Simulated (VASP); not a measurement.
Here is a VASP 6.6.1 calculation.

The input INCAR:

```
  PREC = Accurate
  ENCUT = 520
  EDIFF = 1E-7
  ISMEAR = -1
  SIGMA = 0.05
  LREAL = False
  LASPH = True
  NELM = 150
  ALGO = Normal
  ISIF = 2
  LWAVE = False
  LCHARG = False
  ISPIN = 2
  MAGMOM = 1.7 1.7 1.7
  LORBIT = 11
  LMAXMIX = 4
  GGA = PE
  NBANDS = 24
```

Contents of KPOINTS:

```
Automatic mesh
0
Gamma
  10 10 14
```

POSCAR

```
Co
1.0
    3.7488755480      0.0000000000      0.0000000000
   -1.8744377740      3.2466214602      0.0000000000
    0.0000000000      0.0000000000      2.2884585505
Co
3
Direct
    0.0000000000      0.0000000000      0.0000000000
    0.3333333333      0.6666666667      0.5000000000
    0.6666666667      0.3333333333      0.5000000000
```

Potentials or basis: VASP PAW PBE potentials, release 64 (Co).

The run is started by

```bash
$ cat potpaw_PBE.64/Co/POTCAR > POTCAR
$ mpirun -np 1 vasp_std > vasp.out
```

Problem. Estimate the pressure.

Solution. 51.6 GPa.

Problem. Estimate the site moments.

Solution. Co +1.47 μB.

Problem. Estimate the net moment.

Solution. 4.43 μB per cell.

Stress tensor (GPa, compression positive):
```
51.47  0.00  0.00
 0.00 51.47  0.00
 0.00  0.00 51.80
```
